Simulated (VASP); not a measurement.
Wanted: the native input for a VASP 6.6.1 run.

- Task: G0W0 quasiparticle levels
- Functional: PBEsol
- Potentials or basis: VASP PAW PBE potentials, release 64 (Al_GW, N_GW)
- Cutoff: 500 eV
- k mesh: 4 × 4 × 4
- Occupations: gaussian, width 0.01 eV
- Spin: no spin polarisation
- Dipole correction: no
- GW scheme: G0W0
- GW iterations: 1
- Cutoff of the response function: 80
- Frequency points: 48
- Empty bands: 68
- Further INCAR settings: ALGO = EVGW0; EDIFF = 1e-08; NBANDS = 76

The system is AlN.

```
Al N
1.0
     3.11300    0.00000    0.00000
    -1.55650    2.69594    0.00000
     0.00000    0.00000    4.98100
Al N
2 2
Direct
  0.33333 0.66667 0.00000
  0.66667 0.33333 0.50000
  0.33333 0.66667 0.38000
  0.66667 0.33333 0.88000
```

The input as run:

POSCAR

```
AlN
1.0
    3.1130000000      0.0000000000      0.0000000000
   -1.5565000000      2.6959370820      0.0000000000
    0.0000000000      0.0000000000      4.9810000000
Al N
2 2
Direct
    0.3333333333      0.6666666667      0.0000000000
    0.6666666667      0.3333333333      0.5000000000
    0.3333333333      0.6666666667      0.3800000000
    0.6666666667      0.3333333333      0.8800000000
```

INCAR.step1

```
PREC = Accurate
ENCUT = 500
EDIFF = 1E-8
ISMEAR = 0
SIGMA = 0.01
LREAL = F
LASPH = T
NELM = 60
ALGO = Normal
LWAVE = T
LCHARG = F
GGA = PS
```

INCAR.step2

```
PREC = Accurate
ENCUT = 500
EDIFF = 1E-8
ISMEAR = 0
SIGMA = 0.01
LREAL = F
LASPH = T
NELM = 1
ALGO = Exact
LWAVE = T
LCHARG = F
GGA = PS
NBANDS = 76
LOPTICS = T
ISTART = 1
```

INCAR.step3

```
PREC = Accurate
ENCUT = 500
EDIFF = 1E-8
ISMEAR = 0
SIGMA = 0.01
LREAL = F
LASPH = T
ALGO = EVGW0
LWAVE = F
LCHARG = F
GGA = PS
NELMGW = 1
NBANDS = 76
ENCUTGW = 80.0
NOMEGA = 48
PRECFOCK = Fast
ISTART = 1
NBANDSGW = 16
```

KPOINTS

```
Automatic mesh
0
Gamma
  4 4 4
```

Potentials or basis: VASP PAW PBE potentials, release 64 (Al_GW, N_GW).

Command:

```console
$ cat potpaw_PBE.64/Al_GW/POTCAR potpaw_PBE.64/N_GW/POTCAR > POTCAR
$ cp INCAR.step1 INCAR
$ mpirun -np 1 vasp_std > vasp.out
$ cp INCAR.step2 INCAR
$ mpirun -np 1 vasp_std > vasp.out
$ cp INCAR.step3 INCAR
$ mpirun -np 1 vasp_std > vasp.out
```

It gave:

| Item | Value |
| --- | --- |
| Quasiparticle gap | 5.54 eV |
| Least direct quasiparticle gap | 5.54 eV |
| Band gap of the starting levels on the mesh | 4.14 eV |
| Least direct gap of the starting levels on the mesh | 4.14 eV |

Caveat: the k points lie up to 0.58 Å⁻¹ apart; bands, screening cutoff and mesh are small and nothing is extrapolated, so the quasiparticle values aren't converged.

It took 110 s on 1 thread of Intel(R) Xeon(R) Platinum 8559C (Emerald Rapids) (shared host), peak memory 0.49 GiB.
